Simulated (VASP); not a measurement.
MnF2, 6 atoms in the cell. The structure is tetragonal, space group P4_2/mnm (No. 136). The conventional cell has a = 4.938 Å, b = 4.938 Å, c = 3.354 Å, α = 90.00°, β = 90.00°, γ = 90.00°. Within 2.8 Å of Mn (site symmetry mmm) lie 6 F at 2.13 to 2.16 Å. F (site symmetry m2m) has 3 Mn at 2.13 to 2.16 Å and 1 F at 2.72 Å within 2.8 Å. 

- Program: VASP 6.6.1
- Task: single point
- Functional: PBE
- Potentials or basis: VASP PAW PBE potentials, release 64 (Mn_pv, F)
- Cutoff: 520 eV
- k mesh: 5 × 5 × 7
- Occupations: fermi-dirac, width 0.1 eV
- Spin: collinear spin, ferromagnetic start
- Starting moments: [4.0, 4.0, 0.0, 0.0, 0.0, 0.0] μB
- Dipole correction: no
- Further INCAR settings: ALGO = Normal; EDIFF = 1e-06; NBANDS = 40

Potentials or basis: VASP PAW PBE potentials, release 64 (Mn_pv, F).

Run with:

```sh
$ cat potpaw_PBE.64/Mn_pv/POTCAR potpaw_PBE.64/F/POTCAR > POTCAR
$ mpirun -np 1 vasp_std > vasp.out
```

Hardware: 1 thread of AMD EPYC 9R45 96-Core Processor (Zen 5) (shared host).

Problem. How long does it take, and how much memory?

Solution. It took 83 s on 1 thread of AMD EPYC 9R45 96-Core Processor (Zen 5), on a shared host, peak memory 0.26 GiB. Counts: scf iterations 15, k points 24.
